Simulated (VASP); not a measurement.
Write the native input for VASP 6.6.1 that does the following.

* Task: single point
* Functional: LDA
* Potentials or basis: VASP PAW LDA potentials, release 64 (Rb_sv)
* Cutoff: 520 eV
* k mesh: 7 × 7 × 7
* Occupations: fermi-dirac, width 0.1 eV
* Spin: non-collinear spin, zero start, spin-orbit coupling
* Starting moments: [[0.0, 0.0, 0.0]] μB
* Dipole correction: no
* Further INCAR settings: ALGO = Normal; EDIFF = 1e-06; NBANDS = 20

The structure of Rb lies in POSCAR:

```
Rb
1.0
    4.3947841151      0.0000000000      0.0000000000
    0.0000000000      4.3947841151      0.0000000000
    0.0000000000      0.0000000000      4.3947841151
Rb
1
Direct
    0.0000000000      0.0000000000      0.0000000000
```

This isn't the form of Rb at room conditions, which is bcc.

One way to write it, as run:

INCAR

```
SYSTEM = Rb
PREC = Accurate ; ENCUT = 520
EDIFF = 1E-6 ; ISMEAR = -1
SIGMA = 0.1 ; LREAL = .FALSE.
LASPH = .TRUE. ; NELM = 150
ALGO = Normal ; ISIF = 2
LWAVE = .FALSE. ; LCHARG = .FALSE.
LNONCOLLINEAR = .TRUE. ; MAGMOM = 0 0 0
LORBIT = 11 ; LSORBIT = .TRUE.
GGA_COMPAT = .FALSE. ; LORBMOM = .TRUE.
GGA = CA ; NBANDS = 20
```

KPOINTS

```
regular mesh
0
G
  7 7 7
  0 0 0
```

Potentials or basis: VASP PAW LDA potentials, release 64 (Rb_sv).

The run is started by

```console
$ cat potpaw_LDA.64/Rb_sv/POTCAR > POTCAR
$ mpirun -np 1 vasp_ncl > vasp.out
```

Results of the run:

* Pressure: 0.0 GPa
* Net moment: 0.00 μB per cell
* Valence electrons inside the program's atomic spheres: Rb 7.28

It took 29 s on 1 thread of Intel(R) Xeon(R) 6975P-C (Granite Rapids), with other jobs on the host, peak memory 0.3 GiB.
